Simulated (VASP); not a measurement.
Input of a VASP 6.6.1 run:

The input INCAR:

```
SYSTEM = NiMoIrPdW
PREC     = Accurate       ! precision mode
ENCUT    = 600            ! plane-wave cutoff, eV
EDIFF    = 1E-6           ! SCF threshold, eV
ISMEAR   = -1             ! smearing method
SIGMA    = 0.05           ! smearing width, eV
LREAL    = .False.        ! projectors in reciprocal space
LASPH    = .True.         ! aspherical terms in the spheres
NELM     = 200            ! most SCF steps
ALGO     = Normal         ! electronic algorithm
ISIF     = 2              ! what is computed and relaxed
LWAVE    = .False.        ! write WAVECAR
LCHARG   = .False.        ! write CHGCAR
ISPIN    = 2              ! spin polarisation
MAGMOM   = 1 1 0 0.6 0    ! initial moments
LORBIT   = 11             ! projections on sites
LMAXMIX  = 4              ! l up to which the mixer works
GGA      = PE             ! functional
IVDW     = 13             ! dispersion correction
NBANDS   = 40             ! bands
GGA_COMPAT= .False.
```

The input KPOINTS:

```
Automatic mesh
0
Gamma
  8 8 8
  0 0 0
```

File POSCAR:

```
NiMoIrPdW
1.0
   -1.3621028189      1.3621028189      9.5773916239
    1.3621028189     -1.3621028189      9.5773916239
    1.3621028189      1.3621028189     -9.5773916239
Ni Mo Pd Ir W
1 1 1 1 1
Direct
    0.1989561351      0.1989561351      0.0000000000
    0.6095777833      0.6095777833      0.0000000000
    0.7929670677      0.7929670677      0.0000000000
    0.3987639715      0.3987639715      0.0000000000
    0.9957650423      0.9957650423      0.0000000000
```

Potentials or basis: VASP PAW PBE potentials, release 64 (Ni, Mo_sv, Pd, Ir, W_sv).

Launch:

```sh
$ cat potpaw_PBE.64/Ni/POTCAR potpaw_PBE.64/Mo_sv/POTCAR potpaw_PBE.64/Pd/POTCAR potpaw_PBE.64/Ir/POTCAR potpaw_PBE.64/W_sv/POTCAR > POTCAR
$ mpirun -np 1 vasp_std > vasp.out
```

(1) Predict the net moment.

(2) Predict the dispersion energy per atom.

Answers

(1) 0.00 μB per cell.

(2) -0.649 eV.
